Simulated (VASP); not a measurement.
Write the native input for VASP 6.6.1 that does the following.

| Quantity | Value |
| --- | --- |
| Task | single point |
| Functional | PBEsol |
| Dispersion | D3(BJ) |
| Potentials or basis | VASP PAW PBE potentials, release 64 (Zn) |
| Cutoff | 520 eV |
| k mesh | 11 × 11 × 11 |
| Occupations | fermi-dirac, width 0.15 eV |
| Spin | no spin polarisation |
| Dipole correction | no |
| Further INCAR settings | ALGO = Normal; EDIFF = 1e-07; NBANDS = 12 |

The structure of Zn lies in POSCAR:

```
Zn
1.0
   -1.5690370000      1.5690370000      1.5690370000
    1.5690370000     -1.5690370000      1.5690370000
    1.5690370000      1.5690370000     -1.5690370000
Zn
1
Direct
    0.0000000000      0.0000000000      0.0000000000
```

One way to write it, as run:

INCAR

```
  ALGO = Normal
  EDIFF = 1E-7
  ENCUT = 520
  GGA = PS
  ISIF = 2
  ISMEAR = -1
  IVDW = 12
  LASPH = T
  LCHARG = T
  LELF = T
  LREAL = F
  LVHAR = T
  LWAVE = F
  NBANDS = 12
  NELM = 100
  PREC = Accurate
  SIGMA = 0.15
```

KPOINTS

```
k-points
0
Gamma
  11 11 11
```

Potentials or basis: VASP PAW PBE potentials, release 64 (Zn).

Launch:

```console
$ cat potpaw_PBE.64/Zn/POTCAR > POTCAR
$ mpirun -np 1 vasp_std > vasp.out
```

It gave:

The pressure is -9.0 GPa, the band gap on the k mesh is zero (band 6 reaches 5.95 eV, above the bottom of band 7 at 2.03 eV) and the dispersion energy per atom is -0.353 eV.

Caveat: three body term missing; the PAW data sets were made with another functional, which shifts forces and pressure a little; pairwise dispersion overbinds metals, which lowers pressure and volume.

Run time: 6.8 s on 1 thread of Intel(R) Xeon(R) Platinum 8259CL CPU @ 2.50GHz (Skylake/Cascade Lake) (shared host), peak memory 0.13 GiB.
